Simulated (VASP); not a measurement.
Set up this calculation in VASP 6.6.1, as the native input.

```
Task                   : single point
Functional             : PBE
Potentials or basis    : VASP PAW PBE potentials, release 64 (Yb)
Cutoff                 : 520 eV
k mesh                 : 7 × 7 × 7
Occupations            : fermi-dirac, width 0.05 eV
Spin                   : collinear spin, ferromagnetic start
Starting moments       : [1.5] μB
Fixed moment           : 1.5 μB
Dipole correction      : no
Further INCAR settings : ALGO = Normal; EDIFF = 1e-06; NBANDS = 22
```

The structure of Yb lies in POSCAR:

```
Yb
1.0
    0.0000000000      2.7431000000      2.7431000000
    2.7431000000      0.0000000000      2.7431000000
    2.7431000000      2.7431000000      0.0000000000
Yb
1
Direct
    0.0000000000      0.0000000000      0.0000000000
```

The input as run:

INCAR

```
SYSTEM = Yb
PREC = Accurate
ENCUT = 520
EDIFF = 1E-6
ISMEAR = -1
SIGMA = 0.05
LREAL = .FALSE.
LASPH = .TRUE.
NELM = 150
ALGO = Normal
ISIF = 2
LWAVE = .FALSE.
LCHARG = .FALSE.
ISPIN = 2
MAGMOM = 1.5
LORBIT = 11
NUPDOWN = 1.5
LMAXMIX = 6
GGA = PE
NBANDS = 22
```

KPOINTS

```
Automatic mesh
0
G
  7 7 7
  0 0 0
```

Potentials or basis: VASP PAW PBE potentials, release 64 (Yb).

Launch:

```sh
$ cat potpaw_PBE.64/Yb/POTCAR > POTCAR
$ mpirun -np 1 vasp_std > vasp.out
```

Results of the run:

| Quantity | Value |
| --- | --- |
| Pressure | -2.7 GPa |
| Net moment | 1.50 μB per cell |
| Site moments | Yb +0.65 μB |
| Valence electrons inside the program's atomic spheres | Yb 21.98 |

Caveat: the total moment is fixed, so each spin has its own Fermi level.

Wall time 100 s on 1 thread of Intel(R) Xeon(R) Platinum 8375C CPU @ 2.90GHz (Ice Lake) (shared host), peak memory 0.21 GiB.
